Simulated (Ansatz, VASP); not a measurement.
**Zr3S: VASP beside Ansatz**

```
Zr S
1.0
     5.84297    0.00000    0.00000
    -2.92149    5.06016    0.00000
     0.00000    0.00000    5.70042
Zr S
6 2
Direct
  0.00000 0.68105 0.50000
  0.00000 0.31895 0.00000
  0.68105 0.68105 0.00000
  0.68105 0.00000 0.50000
  0.31895 0.31895 0.50000
  0.31895 0.00000 0.00000
  0.66667 0.33333 0.75000
  0.33333 0.66667 0.25000
```

Alike in both runs: functional PBEsol; k mesh 6 × 6 × 4; occupations gaussian, width 0.1 eV; no spin polarisation.

Ansatz relaxed the structure, and its values are those at the end. VASP's run is a single point on that final structure, the one shown.

|  | VASP | Ansatz |
| --- | --- | --- |
| version | VASP 6.6.1 | Ansatz 0.2.0 |
| potentials or method | VASP PAW PBE potentials, release 64 (Zr_sv, S), cutoff 520 eV | scalar-relativistic, plane waves, PAW |
| valence electrons in the cell | 84 | 84 |

|  | VASP | Ansatz | Ansatz less VASP |
| --- | --- | --- | --- |
| gap on the k mesh at the Fermi level (eV) | none | none | - |
| pressure (GPa) | 0.2 | 0.1 | -0.16 |
| rms of the force components (eV/Å) | 0.006 | 0.001 | -0.0050 |

VASP's potentials were made for PBE, not for PBEsol. A gap of «none» marks a metal or a gap that the smearing closes.
